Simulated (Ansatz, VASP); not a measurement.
## Hf2Sb3 in VASP and in Ansatz

The input INCAR:

```
SYSTEM = Hf2Sb3
  ALGO = Normal
  EDIFF = 1E-6
  ENCUT = 520
  GGA = PE
  ISIF = 2
  ISMEAR = 0
  LASPH = .TRUE.
  LCHARG = .FALSE.
  LREAL = .FALSE.
  LWAVE = .FALSE.
  NBANDS = 26
  NELM = 80
  PREC = Accurate
  SIGMA = 0.1
```

Contents of KPOINTS:

```
k-points
0
G
  4 4 4
  0 0 0
```

Contents of POSCAR:

```
Hf2Sb3
1.0
    4.9900949800      0.0000000000      0.0000000000
    0.0000000000      4.9900949800      0.0000000000
    0.0000000000      0.0000000000      4.9900949800
Hf Sb
2 3
Direct
    0.5000000000      0.5000000000      0.5000000000
    0.0000000000      0.0000000000      0.0000000000
    0.5000000000      0.0000000000      0.0000000000
    0.0000000000      0.5000000000      0.0000000000
    0.0000000000      0.0000000000      0.5000000000
```

Input for Ansatz:

```yaml
crystal:
  lattice:
    - [4.99009498, 0.0, 0.0]
    - [0.0, 4.99009498, 0.0]
    - [0.0, 0.0, 4.99009498]
  atoms:
    - { symbol: Hf, position: [0.5, 0.5, 0.5] }
    - { symbol: Hf, position: [0.0, 0.0, 0.0] }
    - { symbol: Sb, position: [0.5, 0.0, 0.0] }
    - { symbol: Sb, position: [0.0, 0.5, 0.0] }
    - { symbol: Sb, position: [0.0, 0.0, 0.5] }
basis:
  ecutwfc: 420
kpoints:
  mp_grid: { grid: [4, 4, 4] }
hamiltonian:
  xc: pbe
scf:
  occupations: { method: gaussian, width: 0.1 }
  lower_state_search: "off"
output:
  forces: true
  stress: true
  eigenvalues: true
```

Alike in both runs: task single point; functional PBE; k mesh 4 × 4 × 4; occupations gaussian, width 0.1 eV; no spin polarisation.

|  | VASP | Ansatz |
| --- | --- | --- |
| version | VASP 6.6.1 | Ansatz 0.2.0 |
| potentials or method | VASP PAW PBE potentials, release 64 (Hf_pv, Sb), cutoff 520 eV | scalar-relativistic, plane waves, PAW |
| valence electrons in the cell | 35 | 97 |

VASP gave:

* gap on the k mesh at the Fermi level (eV): none
* pressure (GPa): 22.2

Problem. Estimate Ansatz's values.

Solution. gap on the k mesh at the Fermi level (eV): none; pressure (GPa): 22.3.

A gap of «none» marks a metal or a gap that the smearing closes. With one functional, cell and mesh, what is left measures potentials, basis and numerics. VASP's potentials hold 35 valence electrons a cell and Ansatz's 97, so a difference there can come from the potentials and not from the codes.

Neither program's run includes spin-orbit coupling.
